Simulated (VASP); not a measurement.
Runs of VASP 6.6.1 on AlN. The structure is that of space group P6_3mc (No. 186), or close to it. The cells are those of the table. 

| cell | gap on the mesh (eV) | pressure (GPa) | largest force (eV/Å) |
| --- | --- | --- | --- |
| a = 3.104, b = 3.104, c = 4.928 Å, angles 90.0, 90.0, 120.0°, 4 atoms | 4.34 | -0.9 | 0.10 |
| a = 3.058, b = 3.058, c = 4.973 Å, angles 90.0, 90.0, 120.0°, 4 atoms | (b) | 4.0 | 0.20 |
| a = 3.073, b = 3.073, c = 4.958 Å, angles 90.0, 90.0, 120.0°, 4 atoms | (c) | 2.2 | 0.10 |
| a = 3.120, b = 3.120, c = 4.913 Å, angles 90.0, 90.0, 120.0°, 4 atoms | 4.21 | -2.5 | - |
| a = 3.027, b = 3.027, c = 5.000 Å, angles 90.0, 90.0, 120.0°, 4 atoms | 4.77 | 7.5 | 0.01 |
| a = 3.058, b = 3.058, c = 4.972 Å, angles 90.0, 90.0, 120.0°, 4 atoms | (a) | 4.0 | - |

Alike in all rows: task single point; level LDA; potentials or basis VASP PAW LDA potentials, release 64 (Al, N); no spin polarisation; k mesh 8 × 8 × 4; cutoff (eV) 520; smearing gaussian 0.01 eV.

**Question.** Estimate the missing entries.

**Answer.** (a) 4.64; (b) 4.59; (c) 4.51.

A k mesh can miss the band edges.
